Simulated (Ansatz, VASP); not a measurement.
# Two plane-wave programs on Hf

```xyz
5
Lattice="3.1580 0.0000 0.0000 -1.5790 2.7349 0.0000 0.0000 0.0000 26.0090" Properties=species:S:1:pos:R:3 pbc="T T T"
Hf    0.0000    0.0000    8.1053
Hf    0.0000    1.8233   10.4535
Hf    0.0000    0.0000   13.0045
Hf    0.0000    1.8233   15.5555
Hf    0.0000    0.0000   17.9037
```

Alike in both runs: functional PBEsol; k mesh 13 × 13 × 1; occupations fermi-dirac, width 0.1 eV; no spin polarisation.

Ansatz relaxed the structure, and its values are those at the end. VASP's run is a single point on that final structure, the one shown.

|  | VASP | Ansatz |
| --- | --- | --- |
| version | VASP 6.6.1 | Ansatz 0.2.0 |
| potentials or method | VASP PAW PBE potentials, release 64 (Hf_pv) | PAW with Ansatz's default frozen-core files, scalar-relativistic |
| plane-wave cutoff (eV) | 520 | 420 |
| valence electrons in the cell | 50 | 130 |

```tsv
	VASP	Ansatz	Ansatz less VASP
rms of the force components (eV/Å)	0.019	0.001	-0.0173
```

VASP's potentials were made for PBE, not for PBEsol. VASP's potentials hold 50 valence electrons a cell and Ansatz's 130, so a difference there can come from the potentials and not from the codes. Ansatz's warnings: stress scf threshold loose.

Spin-orbit coupling is off throughout.
